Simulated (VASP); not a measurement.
# TiSn2O6 (P1) in VASP: single point with PBE

Aim: the single point of TiSn2O6 with PBE.

All numbers are computed with VASP 6.6.1; they aren't measurements. Logs are shortened: lines on timing, memory, paths and dates and some standing lists are left out, and cuts for length are marked.

### 1 The cell of the first run

The typed cell holds 9 atoms: a = 3.162 Å, b = 4.941 Å, c = 7.590 Å, α = 92.29°, β = 102.45°, γ = 90.53°.

### 2 Single point, PBE

The input, INCAR:

```
SYSTEM = TiSn2O6
PREC = Accurate
ENCUT = 520
EDIFF = 1E-6
ISMEAR = 0
SIGMA = 0.1
LREAL = .False.
LASPH = .True.
NELM = 60
ALGO = Normal
ISIF = 2
LWAVE = .False.
LCHARG = .False.
GGA = PE
NBANDS = 48
```

The input, KPOINTS:

```
regular mesh
0
Gamma
  4 4 4
  0 0 0
```

The input, POSCAR:

```
TiSn2O6
1.0
   -0.0117666118      3.1618938740     -0.0147126079
   -0.1928890362     -0.0234722468      4.9376678662
    7.4179738118     -1.6083903746     -0.0214006102
Ti Sn O
1 2 6
Direct
    0.3955053722      0.9677893027      0.6857420326
    0.6548419624      0.0249958424      0.3151272378
    0.9890996044      0.4991580138      0.9918947592
    0.4257038812      0.6899404869      0.8643330239
    0.7733766825      0.8014793004      0.5611913713
    0.0895269377      0.8180336073      0.1892490734
    0.8861308503      0.1791119843      0.8026506506
    0.2287662824      0.1927037928      0.4615154799
    0.5570484268      0.3267876692      0.1282963710
```

Potentials or basis: VASP PAW PBE potentials, release 64 (Ti_sv, Sn_d, O).

Launch:

```
> cat potpaw_PBE.64/Ti_sv/POTCAR potpaw_PBE.64/Sn_d/POTCAR potpaw_PBE.64/O/POTCAR > POTCAR
> mpirun -np 1 vasp_std > vasp.out
```

OUTCAR:

```text
SYSTEM = TiSn2O6
   PREC = Accurate
   ENCUT = 520
   EDIFF = 1E-6
   ISMEAR = 0
   LREAL = .False.
   LASPH = .True.
   NELM = 60
   ISIF = 2
   GGA = PE

 ion  position               nearest neighbor table
   1  0.396  0.968  0.686-   5 1.85   7 1.89   4 1.96   8 2.05   5 2.13   7 2.25   2 3.12   2 3.27

   2  0.655  0.025  0.315-   8 2.06   6 2.08   9 2.08   8 2.08   6 2.09   5 2.17   1 3.12   1 3.27

   3  0.989  0.499  0.992-   7 2.07   9 2.08   9 2.08   4 2.09   4 2.09   6 2.10
   4  0.426  0.690  0.864-   1 1.96   3 2.09   3 2.09
   5  0.773  0.801  0.561-   1 1.85   1 2.13   2 2.17
   6  0.090  0.818  0.189-   2 2.08   2 2.09   3 2.10
   7  0.886  0.179  0.803-   1 1.89   3 2.07   1 2.25
   8  0.229  0.193  0.462-   1 2.05   2 2.06   2 2.08
   9  0.557  0.327  0.128-   2 2.08   3 2.08   3 2.08

  LATTYP: Found a triclinic cell.
 ALAT       =     5.8911318960
 B/A-ratio  =     2.1572743697
 C/A-ratio  =     1.6946353185
 COS(alpha) =     0.0012285527
 COS(beta)  =     0.6525626199
 COS(gamma) =     0.7425566566

  Lattice vectors:

 A1 = (   0.1811224244,   3.1853661208,  -4.9523804741)
 A2 = (   7.7919852724,   1.6004479930,  -9.9114489505)
 A3 = (  -7.2368513874,   4.7937564954,  -4.9309798639)

Analysis of symmetry for initial positions (statically):
=====================================================================
 Subroutine PRICEL returns:
 Original cell was already a primitive cell.

 Routine SETGRP: Setting up the symmetry group for a
 triclinic supercell.

 Subroutine GETGRP returns: Found  1 space group operations
 (whereof  1 operations were pure point group operations)
 out of a pool of  2 trial point group operations.

The static configuration has the point symmetry C_1 .

Analysis of symmetry for dynamics (positions and initial velocities):
=====================================================================
 Subroutine PRICEL returns:
 Original cell was already a primitive cell.

 Routine SETGRP: Setting up the symmetry group for a
 triclinic supercell.

 Subroutine GETGRP returns: Found  1 space group operations
 (whereof  1 operations were pure point group operations)
 out of a pool of  2 trial point group operations.

The dynamic configuration has the point symmetry C_1 .

 Subroutine INISYM returns: Found  1 space group operations
 (whereof  1 operations are pure point group operations),
 and found     1 'primitive' translations

[... 115 lines left out ...]
   ISYM   =      2    0-nonsym 1-usesym 2-fastsym
   POTIM  = 0.5000    time-step for ionic-motion
   TEBEG  =    0.0;   TEEND  =   0.0 temperature during run
   PSTRESS=    0.0 pullay stress
   NELECT =      76.0000    total number of electrons
   NUPDOWN=      -1.0000    fix difference up-down
   EMIN   =  10.00;   EMAX   =-10.00  energy-range for DOS
   EFERMI =   0.00;   METHOD = LEGACY
   ISMEAR =     0;   SIGMA  =   0.10  broadening in eV -4-tet -1-fermi 0-gaus
   EFERMI_NEDOS =   21; number of points for ismear=-14 and -15
   IALGO  =     38    algorithm
   IMIX   =      4    mixing-type and parameters
     AMIX     =   0.40;   BMIX     =  1.00
     AMIX_MAG =   1.60;   BMIX_MAG =  1.00
  volume/ion in A,a.u.               =      12.86        86.75
  Fermi-wavevector in a.u.,A,eV,Ry     =   1.423104  2.689277 27.554860  2.025225
  Thomas-Fermi vector in A             =   2.543737
   LORBIT       =      0    0 simple, 1 ext, 2 COOP (PROOUT), +10 PAW based schemes
   GGA     = PE    functional components
   LHFCALC =     F    Hartree Fock is set to
   AEXX    =    0.0000 exact exchange contribution
   IVDW    =     0    specifies the selected vdW correction
   LEPSILON=     F    determine dielectric tensor
   LRPA    =     F    only Hartree local field effects (RPA)
 non-spin polarized calculation
 Gauss-broadening in eV      SIGMA  =   0.10
  energy-cutoff  :      520.00
  volume of cell :      115.70
 maximum number of plane-waves:      3136
   NGX = 11   NGY = 19   NGZ = 29

 number of electron      76.0000001 magnetization

 Free energy of the ion-electron system (eV)
  ---------------------------------------------------
  ext. energy  EPLUGINS =         0.00000000
  ---------------------------------------------------
  free energy    TOTEN  =       -63.56731831 eV

  energy without entropy =      -63.56731831  energy(sigma->0) =      -63.56731831

 E-fermi :   4.7036     XC(G=0): -10.5282

 val. band max:        4.1304306746   @ k =   0.0000   0.0000   0.5000
 cond. band min:       6.0578598066   @ k =   0.0000   0.0000   0.0000
 fundamental gap:      1.9274291320
 Fermi energy:         4.7035698932

 k-point     1 :       0.0000    0.0000    0.0000
  band No.  band energies     occupation
      1     -52.3463      2.00000
      2     -28.6170      2.00000
      3     -28.5661      2.00000
      4     -28.4897      2.00000
      5     -16.7008      2.00000
      6     -16.3361      2.00000
[... 1213 lines left out ...]
     47      12.9662      0.00000
     48      13.2394      0.00000

 [... further k-points ...]

------------------------ aborting loop because EDIFF is reached ----------------------------------------

  FORCE on cell =-STRESS in cart. coord.  units (eV):
  Direction    XX          YY          ZZ          XY          YZ          ZX
  --------------------------------------------------------------------------------------
  -------------------------------------------------------------------------------------
  Total        0.4072908      0.5538986      0.2683366      0.0130736     -0.0045962      0.0822410
  in kB        5.6401026      7.6703071      3.7158863      0.1810414     -0.0636470      1.1388618
  external PRESSURE =       5.6754320 kB  Pullay stress =       0.0000000 kB

 VOLUME and BASIS-vectors are now :
 -----------------------------------------------------------------------------
  energy-cutoff  :      520.00
  volume of cell :      115.70
      direct lattice vectors                 reciprocal lattice vectors
    -0.011766612  3.161893874 -0.014712608     0.068645595  0.316541085  0.004186372
    -0.192889036 -0.023472247  4.937667866     0.000789379  0.000945470  0.202560092
     7.417973812 -1.608390375 -0.021400610     0.134937115  0.000526692  0.005273796

 POSITION                                       TOTAL-FORCE (eV/Angst)
 -----------------------------------------------------------------------------------
      4.89549      0.12489      4.75813         0.019843     -0.075477      0.023901
      2.32508      1.56311      0.10704        -0.016880      0.001356     -0.012311
      7.24993      1.52036      2.42890        -0.011308      0.001324      0.000960
      6.27351     -0.06035      3.38194        -0.008756     -0.002270      0.021123
      3.99921      1.52391      3.93405        -0.023815      0.046759     -0.045155
      1.24500     -0.04051      4.03381        -0.005753     -0.007242     -0.019291
      5.90907      1.50667      0.85418        -0.001980      0.033285     -0.000233
      3.38365     -0.02349      0.93826         0.037484      0.000248      0.045897
      0.88211      1.54731      1.60263         0.011166      0.002017     -0.014891
 -----------------------------------------------------------------------------------
    total drift:                               -0.001104      0.000480      0.001303

  FREE ENERGIE OF THE ION-ELECTRON SYSTEM (eV)
  ---------------------------------------------------
  free  energy   TOTEN  =       -63.5673183147 eV

  energy  without entropy=      -63.5673183147  energy(sigma->0) =      -63.56731831
```

OSZICAR:

```text
N       E                     dE             d eps       ncg     rms          rms(c)
DAV:   1     0.112284507943E+04    0.11228E+04   -0.37276E+04  3784   0.226E+03
DAV:   2     0.136992249533E+03   -0.98585E+03   -0.92369E+03  3712   0.696E+02
DAV:   3    -0.628350357051E+02   -0.19983E+03   -0.19531E+03  4552   0.251E+02
DAV:   4    -0.777099709715E+02   -0.14875E+02   -0.14813E+02  4992   0.744E+01
DAV:   5    -0.783140504174E+02   -0.60408E+00   -0.60383E+00  5120   0.126E+01    0.265E+01
DAV:   6    -0.638379227818E+02    0.14476E+02   -0.58079E+01  4952   0.844E+01    0.104E+01
DAV:   7    -0.639480720957E+02   -0.11015E+00   -0.12863E+01  4176   0.260E+01    0.800E+00
DAV:   8    -0.636063655486E+02    0.34171E+00   -0.71164E-01  4104   0.760E+00    0.427E+00
DAV:   9    -0.636110103112E+02   -0.46448E-02   -0.55286E-01  5424   0.599E+00    0.203E+00
DAV:  10    -0.635698025784E+02    0.41208E-01   -0.13751E-01  4400   0.309E+00    0.641E-01
DAV:  11    -0.635673546653E+02    0.24479E-02   -0.29506E-02  5064   0.122E+00    0.200E-01
DAV:  12    -0.635677207996E+02   -0.36613E-03   -0.31044E-03  5056   0.503E-01    0.187E-01
DAV:  13    -0.635672727970E+02    0.44800E-03   -0.20170E-03  4400   0.339E-01    0.403E-02
DAV:  14    -0.635673095776E+02   -0.36781E-04   -0.14641E-04  4664   0.836E-02    0.302E-02
DAV:  15    -0.635673172940E+02   -0.77164E-05   -0.61212E-05  4552   0.590E-02    0.115E-02
DAV:  16    -0.635673184387E+02   -0.11447E-05   -0.13713E-05  5152   0.267E-02    0.623E-03
DAV:  17    -0.635673183147E+02    0.12399E-06   -0.54094E-06  3856   0.156E-02
   1 F= -.63567318E+02 E0= -.63567318E+02  d E =-.478317E-17
```

It took 3.3 min on 1 thread of AMD EPYC 7R13 (Zen 3), shared host; peak memory 0.29 GiB.

Results:

- Free energy: -63.5673 eV
- Pressure: 0.6 GPa
- Largest force: 0.082 eV/Å
- Band gap on the k mesh: 1.93 eV (least direct gap 2.06 eV)

Forces on the atoms (eV/Å):
```
Ti   0.020 -0.075  0.024
Sn  -0.017  0.001 -0.012
Sn  -0.011  0.001  0.001
O   -0.009 -0.002  0.021
O   -0.024  0.047 -0.045
O   -0.006 -0.007 -0.019
O   -0.002  0.033  0.000
O    0.037  0.000  0.046
O    0.011  0.002 -0.015
```

Caveat: the k points lie up to 0.51 Å⁻¹ apart; spin-orbit coupling is left out, which moves the levels of the heavy elements. A k mesh can miss the band edges.
